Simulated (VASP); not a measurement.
# Zr (Pm-3m) in VASP: a series of runs

The runs below take Zr through relaxation of cell and atoms, with LDA.

Everything below comes from runs of VASP 6.6.1. Logs are shortened: lines on timing, memory, paths and dates and some standing lists are left out, and cuts for length are marked.

## Step 1: The cell of the first run

Symmetry: Pm-3m, No. 221, cubic system. Conventional cell: a = 2.950 Å, b = 2.950 Å, c = 2.950 Å, α = 90.00°, β = 90.00°, γ = 90.00°. Within 3.9 Å of Zr (site symmetry m-3m) lie 6 Zr at 2.95 Å.

## Step 2: Relaxation of cell and atoms, LDA, target pressure 20 GPa, at which the enthalpy is minimised

File INCAR:

```
ALGO = Normal ; EDIFF = 1E-6
EDIFFG = -0.01 ; ENCUT = 600
IBRION = 2 ; ISIF = 3
ISMEAR = -1 ; LASPH = T
LCHARG = F ; LREAL = F
LWAVE = F ; NELM = 100
NSW = 60 ; PREC = Accurate
PSTRESS = 200.0 ; SIGMA = 0.05
```

File KPOINTS:

```
k-points
0
Gamma
  14 14 14
```

File POSCAR:

```
Zr
1.0
    2.9500000000      0.0000000000      0.0000000000
    0.0000000000      2.9500000000      0.0000000000
    0.0000000000      0.0000000000      2.9500000000
Zr
1
Direct
    0.0000000000      0.0000000000      0.0000000000
```

Potentials or basis: VASP PAW LDA potentials, release 64 (Zr_sv).

On the command line:

```sh
> cat potpaw_LDA.64/Zr_sv/POTCAR > POTCAR
> mpirun -np 1 vasp_std > vasp.out
```

OUTCAR:

```text
EDIFF = 1E-6
   EDIFFG = -0.01
   ENCUT = 600
   IBRION = 2
   ISIF = 3
   ISMEAR = -1
   LASPH = T
   LREAL = F
   NELM = 100
   NSW = 60
   PREC = Accurate
   PSTRESS = 200.0

 ion  position               nearest neighbor table
   1  0.000  0.000  0.000-

  LATTYP: Found a simple cubic cell.
 ALAT       =     2.9500000000

  Lattice vectors:

 A1 = (   2.9500000000,   0.0000000000,   0.0000000000)
 A2 = (   0.0000000000,   2.9500000000,   0.0000000000)
 A3 = (   0.0000000000,   0.0000000000,   2.9500000000)

Analysis of symmetry for initial positions (statically):
=====================================================================
 Subroutine PRICEL returns:
 Original cell was already a primitive cell.

 Routine SETGRP: Setting up the symmetry group for a
 simple cubic supercell.

 Subroutine GETGRP returns: Found 48 space group operations
 (whereof 48 operations were pure point group operations)
 out of a pool of 48 trial point group operations.

The static configuration has the point symmetry O_h .

Analysis of symmetry for dynamics (positions and initial velocities):
=====================================================================
 Subroutine PRICEL returns:
 Original cell was already a primitive cell.

 Routine SETGRP: Setting up the symmetry group for a
 simple cubic supercell.

 Subroutine GETGRP returns: Found 48 space group operations
 (whereof 48 operations were pure point group operations)
 out of a pool of 48 trial point group operations.

The dynamic configuration has the point symmetry O_h .

 Subroutine INISYM returns: Found 48 space group operations
 (whereof 48 operations are pure point group operations),
 and found     1 'primitive' translations

----------------------------------------------------------------------------------------

                                     Primitive cell

  volume of cell :      25.6724

  direct lattice vectors                    reciprocal lattice vectors
     2.950000000  0.000000000  0.000000000     0.338983051  0.000000000  0.000000000
     0.000000000  2.950000000  0.000000000     0.000000000  0.338983051  0.000000000
     0.000000000  0.000000000  2.950000000     0.000000000  0.000000000  0.338983051

  length of vectors
     2.950000000  2.950000000  2.950000000     0.338983051  0.338983051  0.338983051

  position of ions in fractional coordinates (direct lattice)
     0.000000000  0.000000000  0.000000000

  ion indices of the primitive-cell ions
   primitive index   ion index
                 1           1

----------------------------------------------------------------------------------------

 KPOINTS: k-points

Automatic generation of k-mesh.
 Grid dimensions read from file:
 generate k-points for:   14   14   14

 Generating k-lattice:

  Cartesian coordinates                     Fractional coordinates (reciprocal lattice)
     0.024213075  0.000000000  0.000000000     0.071428571  0.000000000  0.000000000
     0.000000000  0.024213075  0.000000000     0.000000000  0.071428571  0.000000000
     0.000000000  0.000000000  0.024213075     0.000000000  0.000000000  0.071428571

  Length of vectors
     0.024213075  0.024213075  0.024213075

  Shift w.r.t. Gamma in fractional coordinates (k-lattice)
     0.000000000  0.000000000  0.000000000

 Subroutine IBZKPT returns following result:
 ===========================================

 Found    120 irreducible k-points:

 Following reciprocal coordinates:
            Coordinates               Weight
  0.000000  0.000000  0.000000      1.000000
  0.071429  0.000000  0.000000      6.000000
  0.142857  0.000000  0.000000      6.000000
  0.214286  0.000000  0.000000      6.000000
  0.285714  0.000000  0.000000      6.000000
  0.357143  0.000000  0.000000      6.000000
[... 16 lines left out ...]
  0.285714  0.214286  0.000000     24.000000
  0.357143  0.214286  0.000000     24.000000
 [... further k-points ...]
   k-points           NKPTS =    120   k-points in BZ     NKDIM =    120   number of bands    NBANDS=     10
   number of dos      NEDOS =    301   number of ions     NIONS =      1
   total plane-waves  NPLWV =  13824
   dimension x,y,z NGX =    24 NGY =   24 NGZ =   24
   dimension x,y,z NGXF=    48 NGYF=   48 NGZF=   48
   ions per type =               1
   NGX,Y,Z   is equivalent  to a cutoff of  13.53, 13.53, 13.53 a.u.
   NGXF,Y,Z  is equivalent  to a cutoff of  27.05, 27.05, 27.05 a.u.
 SYSTEM =  unknown system
   PREC   = accura    normal or accurate (medium, high low for compatibility)
   ISTART =      0    job   : 0-new  1-cont  2-samecut
   ICHARG =      2    charge: 1-file 2-atom 10-const
   ISPIN  =      1    spin polarized calculation?
   LNONCOLLINEAR =      F non collinear calculations
   LSORBIT =      F    spin-orbit coupling
   LASPH  =      T    aspherical Exc in radial PAW
   ENCUT  =  600.0 eV  44.10 Ry    6.64 a.u.   5.89  5.89  5.89*2*pi/ulx,y,z
   NELM   =    100;   NELMIN=  2; NELMDL= -5     # of ELM steps
   EDIFF  = 0.1E-05   stopping-criterion for ELM
   LREAL  =      F    real-space projection
   EDIFFG = -.1E-01   stopping-criterion for IOM
   NSW    =     60    number of steps for IOM
   IBRION =      2    ionic relax: 0-MD 1-quasi-New 2-CG
   NFREE  =      1    steps in history (QN), initial steepest desc. (CG)
   ISIF   =      3    stress and relaxation
   ISYM   =      2    0-nonsym 1-usesym 2-fastsym
   POTIM  = 0.5000    time-step for ionic-motion
   TEBEG  =    0.0;   TEEND  =   0.0 temperature during run
   PSTRESS=  200.0 pullay stress
   NELECT =      12.0000    total number of electrons
   NUPDOWN=      -1.0000    fix difference up-down
   EMIN   =  10.00;   EMAX   =-10.00  energy-range for DOS
   EFERMI =   0.00;   METHOD = LEGACY
   ISMEAR =    -1;   SIGMA  =   0.05  broadening in eV -4-tet -1-fermi 0-gaus
   EFERMI_NEDOS =   21; number of points for ismear=-14 and -15
   IALGO  =     38    algorithm
   IMIX   =      4    mixing-type and parameters
     AMIX     =   0.40;   BMIX     =  1.00
     AMIX_MAG =   1.60;   BMIX_MAG =  1.00
  volume/ion in A,a.u.               =      25.67       173.25
  Fermi-wavevector in a.u.,A,eV,Ry     =   1.270515  2.400926 21.962648  1.614209
  Thomas-Fermi vector in A             =   2.403498
   LORBIT       =      0    0 simple, 1 ext, 2 COOP (PROOUT), +10 PAW based schemes
   GGA     = CA    functional components
   LHFCALC =     F    Hartree Fock is set to
   AEXX    =    0.0000 exact exchange contribution
   IVDW    =     0    specifies the selected vdW correction
   LEPSILON=     F    determine dielectric tensor
   LRPA    =     F    only Hartree local field effects (RPA)
 conjugate gradient relaxation of ions
 non-spin polarized calculation
  energy-cutoff  :      600.00
  volume of cell :       25.67
 maximum number of plane-waves:       876
 NGX is ok and might be reduce to    24
   NGX = 11   NGY = 11   NGZ = 11

--------------------------------------- Ionic step        1  -------------------------------------------

 number of electron      12.0000001 magnetization

 Free energy of the ion-electron system (eV)
  ---------------------------------------------------
  ext. energy  EPLUGINS =         0.00000000
  ---------------------------------------------------
  free energy    TOTEN  =        -8.39315004 eV

  energy without entropy =       -8.37964493  energy(sigma->0) =       -8.38639748

 E-fermi :   7.3916     XC(G=0): -10.7463

 val. band max:        7.3615175796   @ k =   0.3571   0.3571   0.1429
 cond. band min:       7.4147022989   @ k =   0.5000   0.3571   0.2857
 fundamental gap:      0.0531847193
 Fermi energy:         7.3916472741

 k-point     1 :       0.0000    0.0000    0.0000
  band No.  band energies     occupation
      1     -40.9848      2.00000
      2     -18.6017      2.00000
      3     -18.6017      2.00000
      4     -18.6017      2.00000
      5       2.4623      2.00000
      6       5.8418      2.00000
      7       5.8418      2.00000
      8      12.7309      0.00000
      9      12.7309      0.00000
     10      12.7309      0.00000

 k-point     2 :       0.0714    0.0000    0.0000
  band No.  band energies     occupation
      1     -40.9787      2.00000
      2     -18.6597      2.00000
      3     -18.5968      2.00000
      4     -18.5968      2.00000
      5       2.5865      2.00000
      6       5.8767      2.00000
      7       5.9684      2.00000
      8      12.5161      0.00000
      9      12.5161      0.00000
     10      12.7452      0.00000

 k-point     3 :       0.1429    0.0000    0.0000
  band No.  band energies     occupation
      1     -40.9615      2.00000
      2     -18.8198      2.00000
      3     -18.5830      2.00000
      4     -18.5830      2.00000
      5       2.9339      2.00000
      6       5.9765      2.00000
      7       6.3341      2.00000
      8      11.9845      0.00000
      9      11.9845      0.00000
     10      12.7857      0.00000
[... 397 lines left out ...]
 VOLUME and BASIS-vectors are now :
 -----------------------------------------------------------------------------
  energy-cutoff  :      600.00
  volume of cell :       19.33
      direct lattice vectors                 reciprocal lattice vectors
     2.683912089 -0.000000000  0.000000000     0.372590445  0.000000000 -0.000000000
    -0.000000000  2.683912089  0.000000000     0.000000000  0.372590445 -0.000000000
     0.000000000  0.000000000  2.683912089    -0.000000000 -0.000000000  0.372590445

 POSITION                                       TOTAL-FORCE (eV/Angst)
 -----------------------------------------------------------------------------------
      0.00000      0.00000      0.00000         0.000000      0.000000      0.000000
 -----------------------------------------------------------------------------------
    total drift:                                0.000000      0.000000      0.000000

  FREE ENERGIE OF THE ION-ELECTRON SYSTEM (eV)
  ---------------------------------------------------
  free  energy   TOTEN  =        -8.2886618888 eV

  energy  without entropy=       -8.2751305837  energy(sigma->0) =       -8.28189624

  enthalpy is  TOTEN    =        -5.8752898732 eV   P V=        2.4133720156

--------------------------------------- Ionic step        5  -------------------------------------------

 number of electron      12.0000000 magnetization

 Free energy of the ion-electron system (eV)
  ---------------------------------------------------
  ext. energy  EPLUGINS =         0.00000000
  ---------------------------------------------------
  free energy    TOTEN  =        -8.26431167 eV

  energy without entropy =       -8.25077084  energy(sigma->0) =       -8.25754125

 E-fermi :  10.8038     XC(G=0): -12.1138

 val. band max:       10.8005538454   @ k =   0.4286   0.1429   0.0714
 cond. band min:      10.8055806337   @ k =   0.4286   0.1429   0.0000
 fundamental gap:      0.0050267884
 Fermi energy:        10.8037516996

 k-point     1 :       0.0000    0.0000    0.0000
  band No.  band energies     occupation
      1     -37.4663      2.00000
      2     -14.3794      2.00000
      3     -14.3794      2.00000
      4     -14.3794      2.00000
      5       5.5233      2.00000
      6       8.3521      2.00000
      7       8.3521      2.00000
      8      18.1031      0.00000
      9      18.1031      0.00000
     10      18.1031      0.00000

 k-point     2 :       0.0714    0.0000    0.0000
  band No.  band energies     occupation
      1     -37.4492      2.00000
      2     -14.5173      2.00000
      3     -14.3677      2.00000
      4     -14.3677      2.00000
      5       5.6930      2.00000
      6       8.4005      2.00000
      7       8.5684      2.00000
      8      17.7506      0.00000
      9      17.7506      0.00000
     10      18.1257      0.00000

 k-point     3 :       0.1429    0.0000    0.0000
  band No.  band energies     occupation
      1     -37.4010      2.00000
      2     -14.8912      2.00000
      3     -14.3350      2.00000
      4     -14.3350      2.00000
      5       6.1369      2.00000
      6       8.5398      2.00000
      7       9.2113      2.00000
      8      16.9118      0.00000
      9      16.9118      0.00000
     10      18.1897      0.00000
[... 286 lines left out ...]
 VOLUME and BASIS-vectors are now :
 -----------------------------------------------------------------------------
  energy-cutoff  :      600.00
  volume of cell :       19.13
      direct lattice vectors                 reciprocal lattice vectors
     2.674513237 -0.000000000  0.000000000     0.373899813  0.000000000 -0.000000000
    -0.000000000  2.674513237  0.000000000     0.000000000  0.373899813 -0.000000000
     0.000000000  0.000000000  2.674513237    -0.000000000 -0.000000000  0.373899813

 POSITION                                       TOTAL-FORCE (eV/Angst)
 -----------------------------------------------------------------------------------
      0.00000      0.00000      0.00000         0.000000      0.000000      0.000000
 -----------------------------------------------------------------------------------
    total drift:                                0.000000      0.000000      0.000000

  FREE ENERGIE OF THE ION-ELECTRON SYSTEM (eV)
  ---------------------------------------------------
  free  energy   TOTEN  =        -8.2643116709 eV

  energy  without entropy=       -8.2507708358  energy(sigma->0) =       -8.25754125

  enthalpy is  TOTEN    =        -5.8762052943 eV   P V=        2.3881063766

 reached required accuracy - stopping structural energy minimisation
```

Wall time 28 s (1 thread of Intel Xeon 6975P-C (Granite Rapids), shared host); peak memory 0.16 GiB.

Results:

```
Free energy                                            : -8.2643 eV
Relaxed volume                                         : 19.13 Å³/atom
Relaxed cell                                           : a = 2.675 Å, b = 2.675 Å, c = 2.675 Å, α = 90.00°, β = 90.00°, γ = 90.00°
Space group after relaxing (to 0.05 Å)                 : Pm-3m (No. 221)
Energy change on relaxing (the enthalpy is what falls) : +128.8 meV/atom
Ionic steps                                            : 5
Pressure after relaxing                                : 20.0 GPa
Band gap on the k mesh                                 : zero (band 6 reaches 11.97 eV, above the bottom of band 7 at 8.35 eV)
```

The path:
```tsv
step	energy change (eV)	largest force (eV/Å)	pressure (GPa)	volume (Å³)
1	0.0000	0.0000	-7.77	25.67
2	3.0393	0.0000	163.67	12.44
3	0.0673	0.0000	16.09	19.68
4	0.1045	0.0000	18.50	19.33
5	0.1288	0.0000	20.02	19.13
```

Final structure:
```
Zr
1.0
     2.67451    0.00000    0.00000
     0.00000    2.67451    0.00000
     0.00000    0.00000    2.67451
Zr
1
Direct
  0.00000 0.00000 0.00000
```

Levels at points of the mesh, in eV from the Fermi level:
| k point | band 2 | band 3 | band 4 | band 5 | band 6 | band 7 | band 8 | band 9 | band 10 |
| --- | --- | --- | --- | --- | --- | --- | --- | --- | --- |
| (0.00, 0.00, 0.00) | -25.18 | -25.18 | -25.18 | -5.28 | -2.45 | -2.45 | 7.30 | 7.30 | 7.30 |
| (0.50, 0.00, 0.00) | -27.61 | -24.94 | -24.94 | -1.90 | -1.31 | 1.16 | 2.95 | 2.95 | 7.78 |
| (0.50, 0.50, 0.00) | -27.21 | -27.21 | -24.72 | -4.40 | -0.17 | 3.89 | 3.89 | 6.75 | 6.75 |
| (0.50, 0.50, 0.50) | -26.85 | -26.85 | -26.85 | -2.45 | -2.45 | -2.45 | 6.49 | 10.49 | 10.49 |

Caveat: the cell is relaxed towards a set pressure, so the enthalpy falls and the energy may rise; the volume moved by over 15 % at a fixed basis, so the end points are rough.

## Step 3: Relaxation of cell and atoms, LDA, target pressure 30 GPa, at which the enthalpy is minimised

File INCAR:

```
ALGO = Normal
EDIFF = 1E-6
EDIFFG = -0.01
ENCUT = 600
IBRION = 2
ISIF = 3
ISMEAR = -1
LASPH = T
LCHARG = F
LREAL = F
LWAVE = F
NELM = 80
NSW = 60
PREC = Accurate
PSTRESS = 300.0
SIGMA = 0.05
```

KPOINTS is that of step 2.

POSCAR is that of step 2.

Potentials or basis: VASP PAW LDA potentials, release 64 (Zr_sv).

On the command line:

```sh
> cat potpaw_LDA.64/Zr_sv/POTCAR > POTCAR
> mpirun -np 1 vasp_std > vasp.out
```

It took 53 s on 1 thread of Intel Xeon 6975P-C (Granite Rapids), shared host; peak memory 0.17 GiB.

It converged, with:

- Free energy: -8.0888 eV
- Relaxed volume: 18.00 Å³/atom
- Relaxed cell: a = 2.621 Å, b = 2.621 Å, c = 2.621 Å, α = 90.00°, β = 90.00°, γ = 90.00°
- Space group after relaxing (to 0.05 Å): Pm-3m (No. 221)
- Energy change on relaxing (the enthalpy is what falls): +304.4 meV/atom
- Ionic steps: 16
- Pressure after relaxing: 29.9 GPa
- Band gap on the k mesh: zero (band 6 reaches 12.94 eV, above the bottom of band 7 at 8.88 eV)

The path:
| step | energy change (eV) | largest force (eV/Å) | pressure (GPa) | volume (Å³) |
| --- | --- | --- | --- | --- |
| 1 | 0.0000 | 0.0000 | -7.77 | 25.67 |
| 2 | 9.0940 | 0.0000 | 490.51 | 9.11 |
| 3 | 0.1243 | 0.0000 | 19.76 | 19.17 |
| 4 | 0.2009 | 0.0000 | 24.23 | 18.61 |
| 5 | 0.3102 | 0.0000 | 30.21 | 17.96 |
| 6 | 0.2849 | 0.0000 | 28.93 | 18.10 |
| 7 | 0.2860 | 0.0000 | 28.93 | 18.10 |
| 8 | 0.2890 | 0.0000 | 29.13 | 18.08 |
| 9 | 0.2890 | 0.0000 | 29.13 | 18.08 |
| 10 | 0.2891 | 0.0000 | 29.11 | 18.08 |
| 11 | 0.2894 | 0.0000 | 29.09 | 18.08 |
| 12 | 0.2898 | 0.0000 | 29.15 | 18.07 |
| 13 | 0.2908 | 0.0000 | 29.19 | 18.07 |
| 14 | 0.2927 | 0.0000 | 29.33 | 18.06 |
| 15 | 0.2966 | 0.0000 | 29.54 | 18.04 |
| 16 | 0.3044 | 0.0000 | 29.95 | 18.00 |

Final structure:
```cif
data_structure
_symmetry_space_group_name_H-M 'P 1'
_symmetry_Int_Tables_number 1
_cell_length_a 2.6205
_cell_length_b 2.6205
_cell_length_c 2.6205
_cell_angle_alpha 90.000
_cell_angle_beta 90.000
_cell_angle_gamma 90.000
_cell_volume 18.00
loop_
_atom_site_label
_atom_site_type_symbol
_atom_site_fract_x
_atom_site_fract_y
_atom_site_fract_z
_atom_site_occupancy
Zr1 Zr 0.00000 0.00000 0.00000 1
```

Levels at points of the mesh, in eV from the Fermi level:
| k point | band 3 | band 4 | band 5 | band 6 | band 7 | band 8 | band 9 | band 10 |
| --- | --- | --- | --- | --- | --- | --- | --- | --- |
| (0.00, 0.00, 0.00) | -25.02 | -25.02 | -5.30 | -2.69 | -2.69 | 7.76 | 7.76 | 7.76 |
| (0.50, 0.00, 0.00) | -24.73 | -24.73 | -1.83 | -1.47 | 1.37 | 3.04 | 3.04 | 8.29 |
| (0.50, 0.50, 0.00) | -27.36 | -24.47 | -4.81 | -0.13 | 4.07 | 4.07 | 7.23 | 7.23 |
| (0.50, 0.50, 0.50) | -26.94 | -26.94 | -2.74 | -2.74 | -2.74 | 6.41 | 11.23 | 11.23 |

Caveat: the cell is relaxed towards a set pressure, so the enthalpy falls and the energy may rise; the volume moved by over 15 % at a fixed basis, so the end points are rough.
